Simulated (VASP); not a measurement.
Crystal: GaN.

```
Ga N
1.0
     3.18693    0.00000    0.00000
     1.59347    2.75996    0.00000
     1.59347    0.91999    2.60212
Ga N
1 1
Cartesian
  0.0000 0.0000 0.0000
  4.7804 2.7600 1.9516
```

```yaml
Program: VASP 6.6.1
Task: relaxation of cell and atoms
Functional: PBE
Potentials_or_basis: VASP PAW PBE potentials, release 64 (Ga_d, N)
Cutoff: 600 eV
k_mesh: 4 × 4 × 4
Occupations: gaussian, width 0.01 eV
Spin: no spin polarisation
```

At the start: pressure 4.9 GPa; volume 11.44 Å³/atom.

Task: Where does the relaxation end?

Result: Over 3 steps the energy falls by 4.6 meV/atom and the volume is 11.75 Å³/atom (+2.7 %); space group F-43m (No. 216, to 0.05 Å).

Step by step:
| step | energy change (eV) | largest force (eV/Å) | pressure (GPa) | volume (Å³) |
| --- | --- | --- | --- | --- |
| 1 | 0.0000 | 0.0000 | 4.86 | 22.89 |
| 2 | -0.0025 | 0.0000 | -3.73 | 24.06 |
| 3 | -0.0091 | 0.0000 | -0.02 | 23.51 |

Final structure:
```yaml
crystal:
  lattice:
    - [3.21541, 0.00000, 0.00000]
    - [1.60770, 2.78462, 0.00000]
    - [1.60770, 0.92821, 2.62537]
  atoms:
    - { symbol: Ga, position: [0.00000, 0.00000, 0.00000] }
    - { symbol: N, position: [0.75000, 0.75000, 0.75000] }
```

Caveat: the k points lie up to 0.60 Å⁻¹ apart in the final cell.
